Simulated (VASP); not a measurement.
Crystal: Pb.

```
Pb
1.0
    -1.97966    1.97966    1.97966
     1.97966   -1.97966    1.97966
     1.97966    1.97966   -1.97966
Pb
1
Cartesian
  0.0000 0.0000 0.0000
```

- Program: VASP 6.6.1
- Task: relaxation of cell and atoms
- Functional: revPBE
- Potentials or basis: VASP PAW PBE potentials, release 64 (Pb_d)
- Cutoff: 600 eV
- k mesh: 9 × 9 × 9
- Occupations: fermi-dirac, width 0.05 eV
- Spin: no spin polarisation

At the start: pressure 1.9 GPa; volume 31.03 Å³/atom.

Problem. How do energy, volume and symmetry change on relaxing?

Solution. Over 3 steps the energy falls by 8.8 meV/atom and the volume is 32.60 Å³/atom (+5.1 %); space group Im-3m (No. 229, to 0.05 Å).

The path:
| step | energy change (eV) | largest force (eV/Å) | pressure (GPa) | volume (Å³) |
| --- | --- | --- | --- | --- |
| 1 | 0.0000 | 0.0000 | 1.91 | 31.03 |
| 2 | -0.0088 | 0.0000 | -0.12 | 32.73 |
| 3 | -0.0088 | 0.0000 | 0.00 | 32.60 |

Final structure:
```
Pb
1.0
    -2.01248    2.01248    2.01248
     2.01248   -2.01248    2.01248
     2.01248    2.01248   -2.01248
Pb
1
Direct
  0.00000 0.00000 0.00000
```

Caveat: the PAW data sets were made with another functional, which shifts forces and pressure a little.
